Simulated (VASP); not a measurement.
A run of VASP 6.6.1:

The input INCAR:

```
SYSTEM = CuO
PREC = Accurate ; ENCUT = 600
EDIFF = 1E-6 ; ISMEAR = 0
SIGMA = 0.1 ; LREAL = .FALSE.
LASPH = .TRUE. ; NELM = 200
ALGO = Normal ; ISIF = 2
LWAVE = .FALSE. ; LCHARG = .FALSE.
ISPIN = 2 ; MAGMOM = 0.65 0.65 0.34 0.34
LORBIT = 11 ; LMAXMIX = 4
LDAU = .TRUE. ; LDAUTYPE = 2
LDAUL = 2 -1 ; LDAUU = 4 0
LDAUJ = 0 0 ; LDAUPRINT = 1
GGA = PE ; NBANDS = 29
GGA_COMPAT = .FALSE.
```

File KPOINTS:

```
Automatic mesh
0
G
  8 8 4
  0 0 0
```

File POSCAR:

```
CuO
1.0
    2.1467456261     -2.0298658682      0.1688916878
    2.1467456261      2.0298658682      0.1688916878
   -0.4234681455      0.0000000000      5.1637516889
Cu O
2 2
Direct
   -0.0057497989      0.4942451330      0.0018500293
    0.4942451330     -0.0057497989      0.5018500293
    0.4951881968      0.4933164692      0.2518499707
    0.4933164692      0.4951881968      0.7518499707
```

Potentials or basis: VASP PAW PBE potentials, release 64 (Cu, O).

The run is started by

```console
$ cat potpaw_PBE.64/Cu/POTCAR potpaw_PBE.64/O/POTCAR > POTCAR
$ mpirun -np 1 vasp_std > vasp.out
```

Hardware: 1 thread of Oxide Virtual Turin-like Processor (shared host).

Estimate the wall time of this run.

Wall time 4.8 min on 1 thread of Oxide Virtual Turin-like Processor (shared host), peak memory 0.27 GiB. Counts: scf iterations 16, k points 78.
